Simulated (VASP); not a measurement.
## SnO2: single point with r2SCAN

Crystal: SnO2.

```
Sn O
1.0
     4.76022    0.00000    0.10710
     0.00000    4.76022    0.00000
     0.07201    0.00000    3.20057
Sn O
2 4
Direct
  0.00000 0.00000 0.00000
  0.50000 0.50000 0.50000
  0.30589 0.30589 0.00000
  0.19411 0.80589 0.50000
  0.69411 0.69411 0.00000
  0.80589 0.19411 0.50000
```

This cell differs from its parent crystal: strain +0.0450 x Voigt [0, 0, 0, 0, 1, 0].

```
Program             : VASP 6.6.1
Task                : single point
Functional          : r2SCAN
Potentials or basis : VASP PAW PBE potentials, release 64 (Sn_d, O)
Cutoff              : 520 eV
k mesh              : 6 × 6 × 8
Occupations         : gaussian, width 0.05 eV
Spin                : no spin polarisation
```

| Item | Value |
| --- | --- |
| Pressure | 1.5 GPa |
| Largest force | 0.257 eV/Å |
| Band gap on the k mesh | 1.79 eV |

Forces in eV/Å, atoms in the order of the input:
```
Sn   0.000  0.000  0.000
Sn   0.000  0.000  0.000
O   -0.041 -0.037  0.251
O    0.041 -0.037 -0.251
O    0.041  0.037 -0.251
O   -0.041  0.037  0.251
```

Stress tensor (GPa, compression positive):
```
 1.34  0.00 -5.45
 0.00  1.25  0.00
-5.45  0.00  1.97
```

Levels at points of the mesh, in eV from the valence-band top:
| k point | band 22 | band 23 | band 24 | band 25 | band 26 | band 27 | band 28 | band 29 | band 30 | band 31 |
| --- | --- | --- | --- | --- | --- | --- | --- | --- | --- | --- |
| (0.00, 0.00, 0.00) | -1.24 | -1.22 | -0.79 | -0.77 | 0.00 | 1.79 | 6.81 | 6.97 | 7.04 | 11.10 |
| (0.50, 0.00, 0.00) | -1.98 | -1.18 | -1.18 | -0.63 | -0.63 | 4.99 | 4.99 | 7.77 | 7.77 | 11.84 |
| (0.00, 0.50, 0.00) | -1.99 | -1.20 | -1.20 | -0.61 | -0.61 | 4.99 | 4.99 | 7.78 | 7.78 | 11.86 |
| (0.50, 0.50, 0.00) | -1.97 | -1.31 | -1.31 | -0.93 | -0.93 | 5.44 | 5.44 | 8.17 | 8.17 | 11.88 |
| (0.00, 0.00, 0.50) | -2.61 | -1.68 | -1.68 | -1.27 | -1.27 | 6.86 | 6.86 | 10.44 | 10.44 | 11.52 |
| (0.50, 0.00, 0.50) | -1.69 | -1.26 | -0.98 | -0.81 | -0.57 | 7.12 | 7.16 | 8.60 | 9.06 | 11.86 |
| (0.00, 0.50, 0.50) | -1.74 | -1.12 | -1.12 | -0.70 | -0.70 | 7.14 | 7.14 | 8.82 | 8.82 | 11.86 |
| (0.50, 0.50, 0.50) | -2.35 | -1.02 | -1.02 | -0.80 | -0.80 | 5.51 | 5.51 | 9.62 | 9.62 | 11.77 |

It took 24 min on 1 thread of Oxide Virtual Turin-like Processor, on a shared host, peak memory 0.28 GiB.

Caveat: the cell differs from its parent crystal (strain +0.0450 x Voigt [0, 0, 0, 0, 1, 0]); the PAW data sets were made with another functional, which shifts forces and pressure a little; spin-orbit coupling is left out, which moves the levels of the heavy elements.
